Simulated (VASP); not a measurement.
# La (Im-3m) in VASP: single point with PBE

Aim: the single point of La with PBE.

Program: VASP 6.6.1. These are calculated values, not measurements. Logs are shortened: lines on timing, memory, paths and dates and some standing lists are left out, and cuts for length are marked.

**1. The cell of the first run**

Symmetry: Im-3m, No. 229, cubic system. The conventional cell has a = 4.225 Å, b = 4.225 Å, c = 4.225 Å, α = 90.00°, β = 90.00°, γ = 90.00°. La (site symmetry m-3m) has 14 La at 3.66 to 4.23 Å within 4.8 Å.

**2. Single point, PBE, non-collinear spin, zero start, spin-orbit coupling**

Contents of INCAR:

```
  PREC = Accurate
  ENCUT = 520
  EDIFF = 1E-7
  ISMEAR = -1
  SIGMA = 0.05
  LREAL = False
  LASPH = True
  NELM = 150
  ALGO = Normal
  ISIF = 2
  LWAVE = False
  LCHARG = True
  MAGMOM = 0 0 0
  LORBIT = 11
  LSORBIT = True
  GGA_COMPAT = False
  LORBMOM = True
  LMAXMIX = 6
  GGA = PE
  LVHAR = True
  NBANDS = 22
```

Contents of KPOINTS:

```
regular mesh
0
Gamma
  14 14 14
```

Contents of POSCAR:

```
La
1.0
   -2.1125463941      2.1125463941      2.1125463941
    2.1125463941     -2.1125463941      2.1125463941
    2.1125463941      2.1125463941     -2.1125463941
La
1
Direct
    0.0000000000      0.0000000000      0.0000000000
```

Potentials or basis: VASP PAW PBE potentials, release 64 (La).

The run is started by

```
$ cat potpaw_PBE.64/La/POTCAR > POTCAR
$ mpirun -np 1 vasp_ncl > vasp.out
```

OUTCAR:

```text
PREC = Accurate
   ENCUT = 520
   EDIFF = 1E-7
   ISMEAR = -1
   LREAL = False
   LASPH = True
   NELM = 150
   ISIF = 2
   LORBIT = 11
   LSORBIT = True
   GGA = PE

 ion  position               nearest neighbor table
   1  0.000  0.000  0.000-

  LATTYP: Found a body centered cubic cell.
 ALAT       =     4.2250927882

  Lattice vectors:

 A1 = (  -2.1125463941,   2.1125463941,   2.1125463941)
 A2 = (   2.1125463941,  -2.1125463941,   2.1125463941)
 A3 = (   2.1125463941,   2.1125463941,  -2.1125463941)

Analysis of symmetry for initial positions (statically):
=====================================================================
 Subroutine PRICEL returns:
 Original cell was already a primitive cell.

 Routine SETGRP: Setting up the symmetry group for a
 body centered cubic supercell.

 Subroutine GETGRP returns: Found 48 space group operations
 (whereof 48 operations were pure point group operations)
 out of a pool of 48 trial point group operations.

The static configuration has the point symmetry O_h .

Analysis of symmetry for dynamics (positions and initial velocities):
=====================================================================
 Subroutine PRICEL returns:
 Original cell was already a primitive cell.

 Routine SETGRP: Setting up the symmetry group for a
 body centered cubic supercell.

 Subroutine GETGRP returns: Found 48 space group operations
 (whereof 48 operations were pure point group operations)
 out of a pool of 48 trial point group operations.

The dynamic configuration has the point symmetry O_h .

Analysis of structural, dynamic, and magnetic symmetry:
=====================================================================
 Subroutine PRICEL returns:
 Original cell was already a primitive cell.

 Routine SETGRP: Setting up the symmetry group for a
 body centered cubic supercell.

 Subroutine GETGRP returns: Found 48 space group operations
 (whereof 48 operations were pure point group operations)
 out of a pool of 48 trial point group operations.

The overall configuration has the point symmetry O_h .

 Subroutine INISYM returns: Found 48 space group operations
[... 144 lines left out ...]

 E-fermi :   7.7182     XC(G=0):  -9.5012

 val. band max:        7.7153556053   @ k =  -0.4286   0.4286   0.0714
 cond. band min:       7.7236040418   @ k =   0.2857   0.1429  -0.0000
 fundamental gap:      0.0082484365
 Fermi energy:         7.7182458281

 k-point     1 :       0.0000    0.0000    0.0000
  band No.  band energies     occupation
      1     -25.1937      1.00000
      2     -25.1937      1.00000
      3      -9.9083      1.00000
      4      -9.9083      1.00000
      5      -7.4261      1.00000
      6      -7.4261      1.00000
[... 589 lines left out ...]
     21       9.8670      0.00000
     22       9.8770      0.00000

 [... further k-points ...]
[... 5 lines left out ...]
  --------------------------------------------------------------------------------------
  -------------------------------------------------------------------------------------
  Total       -0.0078656     -0.0078656     -0.0078656      0.0000000     -0.0000000     -0.0000000
  in kB       -0.3341675     -0.3341675     -0.3341675      0.0000000     -0.0000000     -0.0000000
  external PRESSURE =      -0.3341675 kB  Pullay stress =       0.0000000 kB

 VOLUME and BASIS-vectors are now :
 -----------------------------------------------------------------------------
  energy-cutoff  :      520.00
  volume of cell :       37.71
      direct lattice vectors                 reciprocal lattice vectors
    -2.112546394  2.112546394  2.112546394     0.000000000  0.236681193  0.236681193
     2.112546394 -2.112546394  2.112546394     0.236681193  0.000000000  0.236681193
     2.112546394  2.112546394 -2.112546394     0.236681193  0.236681193  0.000000000

 POSITION                                       TOTAL-FORCE (eV/Angst)
 -----------------------------------------------------------------------------------
      0.00000      0.00000      0.00000        -0.000000      0.000000     -0.000000
 -----------------------------------------------------------------------------------
    total drift:                                0.000000      0.000000      0.000000

  FREE ENERGIE OF THE ION-ELECTRON SYSTEM (eV)
  ---------------------------------------------------
  free  energy   TOTEN  =        -5.0675373611 eV

  energy  without entropy=       -5.0403706724  energy(sigma->0) =       -5.05395402

 orbital moment (x)

 # of ion     p       d       f       tot
 ------------------------------------------------
  1         0.000   0.000  -0.000  -0.000
 ------------------------------------------------
            0.000   0.000  -0.000  -0.000

 orbital moment (y)

 # of ion     p       d       f       tot
 ------------------------------------------------
  1         0.000   0.000  -0.000  -0.000
 ------------------------------------------------
            0.000   0.000  -0.000  -0.000

 orbital moment (z)

 # of ion     p       d       f       tot
 ------------------------------------------------
  1         0.000   0.000  -0.000  -0.000
 ------------------------------------------------
            0.000   0.000  -0.000  -0.000

 Spin-Orbit-Coupling matrix elements

 Ion:    1  E_soc:     -0.6005197
 l=   1
     0.0000000    -0.0988605    -0.0988605
    -0.0988605     0.0000000    -0.0988605
    -0.0988605    -0.0988605     0.0000000
 l=   2
     0.0000000    -0.0000007     0.0000000    -0.0000007    -0.0011130
    -0.0000007     0.0000000    -0.0008347    -0.0000007    -0.0002782
     0.0000000    -0.0008347     0.0000000    -0.0008347     0.0000000
    -0.0000007    -0.0000007    -0.0008347     0.0000000    -0.0002782
    -0.0011130    -0.0002782     0.0000000    -0.0002782     0.0000000
 l=   3
     0.0000000    -0.0000107     0.0000000     0.0000000     0.0000000     0.0000008    -0.0000847
    -0.0000107     0.0000000    -0.0000178     0.0000000    -0.0000178    -0.0000284    -0.0000107
     0.0000000    -0.0000178     0.0000000    -0.0000417     0.0000007    -0.0000433     0.0000000
     0.0000000     0.0000000    -0.0000417     0.0000000    -0.0000417     0.0000000     0.0000000
     0.0000000    -0.0000178     0.0000007    -0.0000417     0.0000000    -0.0000433     0.0000000
     0.0000008    -0.0000284    -0.0000433     0.0000000    -0.0000433     0.0000000     0.0000008
    -0.0000847    -0.0000107     0.0000000     0.0000000     0.0000000     0.0000008     0.0000000

 total charge

# of ion       s       p       d       f       tot
--------------------------------------------------
    1        2.064   5.559   0.884   0.077   8.584

 magnetization (x)

# of ion       s       p       d       f       tot
--------------------------------------------------
    1        0.000   0.000   0.000   0.000   0.000

 magnetization (y)

# of ion       s       p       d       f       tot
--------------------------------------------------
    1       -0.000  -0.000   0.000   0.000  -0.000

 magnetization (z)

# of ion       s       p       d       f       tot
--------------------------------------------------
    1       -0.000  -0.000   0.000   0.000  -0.000
```

OSZICAR:

```text
N       E                     dE             d eps       ncg     rms          rms(c)
DAV:   1     0.122974029728E+03    0.12297E+03   -0.37151E+03  4632   0.135E+03
DAV:   2     0.115842500513E+02   -0.11139E+03   -0.10789E+03  5792   0.243E+02
DAV:   3    -0.362682990283E+01   -0.15211E+02   -0.14617E+02  6904   0.113E+02
DAV:   4    -0.496170998985E+01   -0.13349E+01   -0.12961E+01  9002   0.292E+01
DAV:   5    -0.505572814138E+01   -0.94018E-01   -0.93482E-01  7746   0.779E+00    0.225E+00
DAV:   6    -0.506378742231E+01   -0.80593E-02   -0.16824E-01  8970   0.336E+00    0.120E+00
DAV:   7    -0.506351316793E+01    0.27425E-03   -0.27410E-02  7872   0.150E+00    0.419E-01
DAV:   8    -0.506562674503E+01   -0.21136E-02   -0.80871E-03  8534   0.755E-01    0.194E-01
DAV:   9    -0.506641883129E+01   -0.79209E-03   -0.11161E-03  8680   0.226E-01    0.157E-01
DAV:  10    -0.506752118851E+01   -0.11024E-02   -0.34090E-03  7130   0.537E-01    0.221E-02
DAV:  11    -0.506753904910E+01   -0.17861E-04   -0.33544E-04  8876   0.218E-01    0.163E-02
DAV:  12    -0.506753864915E+01    0.39995E-06   -0.25540E-05  7890   0.590E-02    0.716E-03
DAV:  13    -0.506753840419E+01    0.24496E-06   -0.47445E-06  8926   0.204E-02    0.278E-03
DAV:  14    -0.506753793659E+01    0.46760E-06   -0.35924E-07  7906   0.655E-03    0.957E-04
DAV:  15    -0.506753771796E+01    0.21863E-06   -0.20883E-08  5728   0.248E-03    0.507E-04
DAV:  16    -0.506753739408E+01    0.32388E-06   -0.25966E-08  6250   0.276E-03    0.539E-04
DAV:  17    -0.506753736107E+01    0.33008E-07   -0.60591E-09  4264   0.238E-03
   1 F= -.50675374E+01 E0= -.50539540E+01  d E =-.271667E-01  mag=    -0.0000    -0.0000     0.0000
```

stdout:

```text
POSCAR found type information on POSCAR La
 POSCAR found :  1 types and       1 ions
 scaLAPACK will be used
 LDA part: xc-table for (Slater+PW92), standard interpolation
 POSCAR, INCAR and KPOINTS ok, starting setup
 FFT: planning ... GRIDC
 FFT: planning ... GRID_SOFT
 FFT: planning ... GRID
 WAVECAR not read
 entering main loop
```

Run time: 9.2 min. Hardware: 1 thread of Intel Xeon 8259CL, shared host; peak memory 0.34 GiB.

Results:

```
Free energy                                           : -5.0675 eV
Pressure                                              : 0.0 GPa
Net moment                                            : 0.00 μB per cell
Valence electrons inside the program's atomic spheres : La 8.58
```

Moments on the atoms (μB; x, y, z):
```
La  0.00 0.00 0.00
```
